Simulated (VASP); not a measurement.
# RbBr (Pm-3m) in VASP: a series of runs

The runs below take RbBr through relaxation of cell and atoms, single point, with revPBE, PBE-based screened hybrid.

Program: VASP 6.6.1. These are calculated values, not measurements. Logs are shortened: lines on timing, memory, paths and dates and some standing lists are left out, and cuts for length are marked.

### Step 1. The cell of the first run

It takes space group Pm-3m (No. 221, cubic). The conventional cell has a = 4.126 Å, b = 4.126 Å, c = 4.126 Å, α = 90.00°, β = 90.00°, γ = 90.00°. Rb (site symmetry m-3m) has 8 Br at 3.57 Å and 6 Rb at 4.13 Å within 4.7 Å. Within 4.7 Å of Br (site symmetry m-3m) lie 8 Rb at 3.57 Å and 6 Br at 4.13 Å.

### Step 2. Relaxation of cell and atoms, revPBE

INCAR

```
SYSTEM = RbBr
PREC = Accurate
ENCUT = 600
EDIFF = 1E-6
ISMEAR = -1
SIGMA = 0.05
LREAL = .False.
LASPH = .True.
NELM = 80
ALGO = Normal
ISIF = 3
LWAVE = .False.
LCHARG = .False.
GGA = RE
IBRION = 2
NSW = 60
EDIFFG = -0.01
```

KPOINTS

```
Automatic mesh
0
Gamma
  7 7 7
  0 0 0
```

POSCAR

```
RbBr
1.0
    4.1260773000      0.0000000000      0.0000000000
    0.0000000000      4.1260773000      0.0000000000
    0.0000000000      0.0000000000      4.1260773000
Rb Br
1 1
Direct
    0.0000000000      0.0000000000      0.0000000000
    0.5000000000      0.5000000000      0.5000000000
```

Potentials or basis: VASP PAW PBE potentials, release 64 (Rb_sv, Br).

Command:

```bash
$ cat potpaw_PBE.64/Rb_sv/POTCAR potpaw_PBE.64/Br/POTCAR > POTCAR
$ mpirun -np 1 vasp_std > vasp.out
```

OUTCAR:

```text
SYSTEM = RbBr
   PREC = Accurate
   ENCUT = 600
   EDIFF = 1E-6
   ISMEAR = -1
   LREAL = .False.
   LASPH = .True.
   NELM = 80
   ISIF = 3
   GGA = RE
   IBRION = 2
   NSW = 60
   EDIFFG = -0.01

 ion  position               nearest neighbor table
   1  0.000  0.000  0.000-   2 3.57   2 3.57   2 3.57   2 3.57   2 3.57   2 3.57   2 3.57   2 3.57

   2  0.500  0.500  0.500-   1 3.57   1 3.57   1 3.57   1 3.57   1 3.57   1 3.57   1 3.57   1 3.57

  LATTYP: Found a simple cubic cell.
 ALAT       =     4.1260773000

  Lattice vectors:

 A1 = (   4.1260773000,   0.0000000000,   0.0000000000)
 A2 = (   0.0000000000,   4.1260773000,   0.0000000000)
 A3 = (   0.0000000000,   0.0000000000,   4.1260773000)

Analysis of symmetry for initial positions (statically):
=====================================================================
 Subroutine PRICEL returns:
 Original cell was already a primitive cell.

 Routine SETGRP: Setting up the symmetry group for a
 simple cubic supercell.

 Subroutine GETGRP returns: Found 48 space group operations
 (whereof 48 operations were pure point group operations)
 out of a pool of 48 trial point group operations.

The static configuration has the point symmetry O_h .

Analysis of symmetry for dynamics (positions and initial velocities):
=====================================================================
 Subroutine PRICEL returns:
 Original cell was already a primitive cell.

 Routine SETGRP: Setting up the symmetry group for a
 simple cubic supercell.

 Subroutine GETGRP returns: Found 48 space group operations
 (whereof 48 operations were pure point group operations)
 out of a pool of 48 trial point group operations.

The dynamic configuration has the point symmetry O_h .

 Subroutine INISYM returns: Found 48 space group operations
 (whereof 48 operations are pure point group operations),
 and found     1 'primitive' translations

----------------------------------------------------------------------------------------

                                     Primitive cell

  volume of cell :      70.2445

  direct lattice vectors                    reciprocal lattice vectors
     4.126077300  0.000000000  0.000000000     0.242360947  0.000000000  0.000000000
     0.000000000  4.126077300  0.000000000     0.000000000  0.242360947  0.000000000
     0.000000000  0.000000000  4.126077300     0.000000000  0.000000000  0.242360947

  length of vectors
     4.126077300  4.126077300  4.126077300     0.242360947  0.242360947  0.242360947

  position of ions in fractional coordinates (direct lattice)
     0.000000000  0.000000000  0.000000000
     0.500000000  0.500000000  0.500000000

  ion indices of the primitive-cell ions
   primitive index   ion index
                 1           1
                 2           2

----------------------------------------------------------------------------------------

 KPOINTS: Automatic mesh

Automatic generation of k-mesh.
 Grid dimensions read from file:
 generate k-points for:    7    7    7

 Generating k-lattice:

  Cartesian coordinates                     Fractional coordinates (reciprocal lattice)
     0.034622992  0.000000000  0.000000000     0.142857143  0.000000000  0.000000000
     0.000000000  0.034622992  0.000000000     0.000000000  0.142857143  0.000000000
     0.000000000  0.000000000  0.034622992     0.000000000  0.000000000  0.142857143

  Length of vectors
     0.034622992  0.034622992  0.034622992

  Shift w.r.t. Gamma in fractional coordinates (k-lattice)
     0.000000000  0.000000000  0.000000000

 Subroutine IBZKPT returns following result:
 ===========================================

 Found     20 irreducible k-points:

 Following reciprocal coordinates:
            Coordinates               Weight
  0.000000  0.000000  0.000000      1.000000
  0.142857  0.000000  0.000000      6.000000
  0.285714  0.000000  0.000000      6.000000
  0.428571  0.000000  0.000000      6.000000
  0.142857  0.142857  0.000000     12.000000
  0.285714  0.142857  0.000000     24.000000
[... 12 lines left out ...]
  0.428571  0.428571  0.285714     24.000000
  0.428571  0.428571  0.428571      8.000000
   k-points           NKPTS =     20   k-points in BZ     NKDIM =     20   number of bands    NBANDS=     12
   number of dos      NEDOS =    301   number of ions     NIONS =      2
   total plane-waves  NPLWV =  46656
   dimension x,y,z NGX =    36 NGY =   36 NGZ =   36
   dimension x,y,z NGXF=    72 NGYF=   72 NGZF=   72
   ions per type =               1   1
   NGX,Y,Z   is equivalent  to a cutoff of  14.50, 14.50, 14.50 a.u.
   NGXF,Y,Z  is equivalent  to a cutoff of  29.01, 29.01, 29.01 a.u.
 SYSTEM =  RbBr
   PREC   = accura    normal or accurate (medium, high low for compatibility)
   ISTART =      0    job   : 0-new  1-cont  2-samecut
   ICHARG =      2    charge: 1-file 2-atom 10-const
   ISPIN  =      1    spin polarized calculation?
   LNONCOLLINEAR =      F non collinear calculations
   LSORBIT =      F    spin-orbit coupling
   LASPH  =      T    aspherical Exc in radial PAW
   ENCUT  =  600.0 eV  44.10 Ry    6.64 a.u.   8.24  8.24  8.24*2*pi/ulx,y,z
   NELM   =     80;   NELMIN=  2; NELMDL= -5     # of ELM steps
   EDIFF  = 0.1E-05   stopping-criterion for ELM
   LREAL  =      F    real-space projection
   EDIFFG = -.1E-01   stopping-criterion for IOM
   NSW    =     60    number of steps for IOM
   IBRION =      2    ionic relax: 0-MD 1-quasi-New 2-CG
   NFREE  =      1    steps in history (QN), initial steepest desc. (CG)
   ISIF   =      3    stress and relaxation
   ISYM   =      2    0-nonsym 1-usesym 2-fastsym
   POTIM  = 0.5000    time-step for ionic-motion
   TEBEG  =    0.0;   TEEND  =   0.0 temperature during run
   PSTRESS=    0.0 pullay stress
   NELECT =      16.0000    total number of electrons
   NUPDOWN=      -1.0000    fix difference up-down
   EMIN   =  10.00;   EMAX   =-10.00  energy-range for DOS
   EFERMI =   0.00;   METHOD = LEGACY
   ISMEAR =    -1;   SIGMA  =   0.05  broadening in eV -4-tet -1-fermi 0-gaus
   EFERMI_NEDOS =   21; number of points for ismear=-14 and -15
   IALGO  =     38    algorithm
   IMIX   =      4    mixing-type and parameters
     AMIX     =   0.40;   BMIX     =  1.00
     AMIX_MAG =   1.60;   BMIX_MAG =  1.00
  volume/ion in A,a.u.               =      35.12       237.02
  Fermi-wavevector in a.u.,A,eV,Ry     =   0.999795  1.889338 13.600238  0.999589
  Thomas-Fermi vector in A             =   2.132108
   LORBIT       =      0    0 simple, 1 ext, 2 COOP (PROOUT), +10 PAW based schemes
   GGA     = RE    functional components
   LHFCALC =     F    Hartree Fock is set to
   AEXX    =    0.0000 exact exchange contribution
   IVDW    =     0    specifies the selected vdW correction
   LEPSILON=     F    determine dielectric tensor
   LRPA    =     F    only Hartree local field effects (RPA)
 conjugate gradient relaxation of ions
 non-spin polarized calculation
  energy-cutoff  :      600.00
  volume of cell :       70.24
 maximum number of plane-waves:      2363
 NGX is ok and might be reduce to    36
   NGX = 17   NGY = 17   NGZ = 17

--------------------------------------- Ionic step        1  -------------------------------------------

 number of electron      16.0000001 magnetization

 Free energy of the ion-electron system (eV)
  ---------------------------------------------------
  ext. energy  EPLUGINS =         0.00000000
  ---------------------------------------------------
  free energy    TOTEN  =        -5.59373723 eV

  energy without entropy =       -5.59373723  energy(sigma->0) =       -5.59373723

------------------------ aborting loop because EDIFF is reached ----------------------------------------

  FORCE on cell =-STRESS in cart. coord.  units (eV):
  Direction    XX          YY          ZZ          XY          YZ          ZX
  --------------------------------------------------------------------------------------
  -------------------------------------------------------------------------------------
  Total        0.9253791      0.9253791      0.9253791      0.0000000      0.0000000     -0.0000000
  in kB       21.1065946     21.1065946     21.1065946      0.0000000      0.0000000     -0.0000000
  external PRESSURE =      21.1065946 kB  Pullay stress =       0.0000000 kB
[... 21 lines left out ...]
  energy  without entropy=       -5.5937372275  energy(sigma->0) =       -5.59373723

--------------------------------------- Ionic step        2  -------------------------------------------

 number of electron      15.9999999 magnetization

 E-fermi :   0.2825     XC(G=0):  -7.3932

 val. band max:       -0.8795975600   @ k =   0.4286   0.4286   0.0000
 cond. band min:       3.2680107640   @ k =   0.0000   0.0000   0.0000
 fundamental gap:      4.1476083240
 Fermi energy:         0.2824564105

 k-point     1 :       0.0000    0.0000    0.0000
  band No.  band energies     occupation
      1     -26.1174      2.00000
      2     -13.3375      2.00000
      3     -10.1163      2.00000
      4     -10.1163      2.00000
      5     -10.1163      2.00000
      6      -1.0059      2.00000
      7      -1.0059      2.00000
      8      -1.0059      2.00000
      9       3.2680      0.00000
     10       4.9724      0.00000
     11       4.9724      0.00000
     12       8.9418      0.00000
[... 352 lines left out ...]
  energy  without entropy=       -5.6556342604  energy(sigma->0) =       -5.65563426

--------------------------------------- Ionic step        4  -------------------------------------------

 number of electron      16.0000001 magnetization

 Free energy of the ion-electron system (eV)
  ---------------------------------------------------
  ext. energy  EPLUGINS =         0.00000000
  ---------------------------------------------------
  free energy    TOTEN  =        -5.65624474 eV

  energy without entropy =       -5.65624474  energy(sigma->0) =       -5.65624474

 E-fermi :  -0.1012     XC(G=0):  -7.0686

 val. band max:       -1.1855785018   @ k =   0.4286   0.4286   0.0000
 cond. band min:       2.7493118145   @ k =   0.0000   0.0000   0.0000
 fundamental gap:      3.9348903163
 Fermi energy:        -0.1012116324

 k-point     1 :       0.0000    0.0000    0.0000
  band No.  band energies     occupation
      1     -26.5717      2.00000
      2     -13.5395      2.00000
      3     -10.5801      2.00000
      4     -10.5801      2.00000
      5     -10.5801      2.00000
      6      -1.3072      2.00000
      7      -1.3072      2.00000
      8      -1.3072      2.00000
      9       2.7493      0.00000
     10       4.7175      0.00000
     11       4.7175      0.00000
     12       8.4110      0.00000
[... 312 lines left out ...]
  FREE ENERGIE OF THE ION-ELECTRON SYSTEM (eV)
  ---------------------------------------------------
  free  energy   TOTEN  =        -5.6562447367 eV

  energy  without entropy=       -5.6562447366  energy(sigma->0) =       -5.65624474

 reached required accuracy - stopping structural energy minimisation
```

Run time: 50 s. Hardware: 1 thread of Intel Xeon Platinum 8259CL at 2.50GHz (Skylake/Cascade Lake), shared host; peak memory 0.22 GiB.

What came out:

```yaml
Free_energy: -5.6562 eV
Relaxed_volume: 40.50 Å³/atom
Relaxed_cell: a = 4.327 Å, b = 4.327 Å, c = 4.327 Å, α = 90.00°, β = 90.00°, γ = 90.00°
Space_group_after_relaxing_to_0.05_Å: Pm-3m (No. 221)
Energy_gained_by_relaxing: 31.3 meV/atom
Ionic_steps: 4
Pressure_after_relaxing: 0.0 GPa
Band_gap_on_the_k_mesh: 3.93 eV, indirect (least direct gap 4.06 eV)
```

The path:
```csv
step,energy change (eV),largest force (eV/Å),pressure (GPa),volume (Å³)
1,0.0000,0.0000,2.11,70.24
2,-0.0453,0.0000,0.97,75.05
3,-0.0619,0.0000,0.16,79.93
4,-0.0625,0.0000,0.03,81.00
```

Final structure:
```xyz
2
Lattice="4.3268 0.0000 0.0000 0.0000 4.3268 0.0000 0.0000 0.0000 4.3268" Properties=species:S:1:pos:R:3 pbc="T T T"
Rb    0.0000    0.0000    0.0000
Br    2.1634    2.1634    2.1634
```

Caveat: the volume moved by over 15 % at a fixed basis, so the end points are rough; the PAW data sets were made with another functional, which shifts forces and pressure a little. revPBE gaps usually lie below the measured ones, often by a third to a half.

(Part 1 of 3 ends here.)
